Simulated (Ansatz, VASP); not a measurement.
Sn in VASP and in Ansatz

File INCAR:

```
SYSTEM = Sn
PREC = Accurate
ENCUT = 520
EDIFF = 1E-6
ISMEAR = -1
SIGMA = 0.1
LREAL = .False.
LASPH = .True.
NELM = 60
ALGO = Normal
ISIF = 2
LWAVE = .False.
LCHARG = .False.
GGA = PS
NBANDS = 21
```

File KPOINTS:

```
Automatic mesh
0
Gamma
  13 13 7
  0 0 0
```

File POSCAR:

```
Sn
1.0
    2.8987805996      0.0000000000      0.0000000000
   -1.4493902998      2.5104176392      0.0000000000
    0.0000000000      0.0000000000      4.6904141582
Sn
2
Direct
    0.3333333333      0.6666666667      0.2500000000
    0.6666666667      0.3333333333      0.7500000000
```

Input for Ansatz:

```yaml
crystal:
  lattice:
    - [2.8987805996, 0.0, 0.0]
    - [-1.4493902998, 2.5104176392, 0.0]
    - [0.0, 0.0, 4.6904141582]
  atoms:
    - { symbol: Sn, position: [0.3333333333, 0.6666666667, 0.25] }
    - { symbol: Sn, position: [0.6666666667, 0.3333333333, 0.75] }
kpoints:
  mp_grid: { grid: [13, 13, 7] }
  band_path:
    path:
      - [0.0, 0.0, 0.0]
      - [0.5, 0.0, 0.0]
      - [0.3333333333, 0.3333333333, 0.0]
      - [0.0, 0.0, 0.0]
      - [0.0, 0.0, 0.5]
      - [0.5, 0.0, 0.5]
      - [0.3333333333, 0.3333333333, 0.5]
      - [0.0, 0.0, 0.5]
      - [0.5, 0.0, 0.5]
    npoints: 8
scf:
  occupations: { method: fermi_dirac, width: 0.1 }
hamiltonian:
  xc: pbesol
  pseudopotentials: { kind: paw }
output:
  forces: true
  stress: true
  eigenvalues: true
  populations: true
  dos: { projected: true, de: 0.2, e_range: [-14, 8] }
```

Change from the starting cell: volume scaled by 0.65, PAW files.

Alike in both runs: task single point; functional PBEsol; k mesh 13 × 13 × 7; occupations fermi-dirac, width 0.1 eV; no spin polarisation.

```csv
,VASP,Ansatz
version,VASP 6.6.1,Ansatz 0.2.0
potentials or method,"VASP PAW PBE potentials, release 64 (Sn_d)","PAW with Ansatz's default frozen-core files, scalar-relativistic"
plane-wave cutoff (eV),520,420
valence electrons in the cell,28,28
```

|  | VASP | Ansatz | Ansatz less VASP |
| --- | --- | --- | --- |
| pressure (GPa) | 66.5 | 66.5 | 0.00 |

VASP's potentials were made for PBE, not for PBEsol. Both programs put the cell under a high pressure, so it lies far from rest at this level.

Noted on VASP's run: the cell as given lies far from equilibrium.
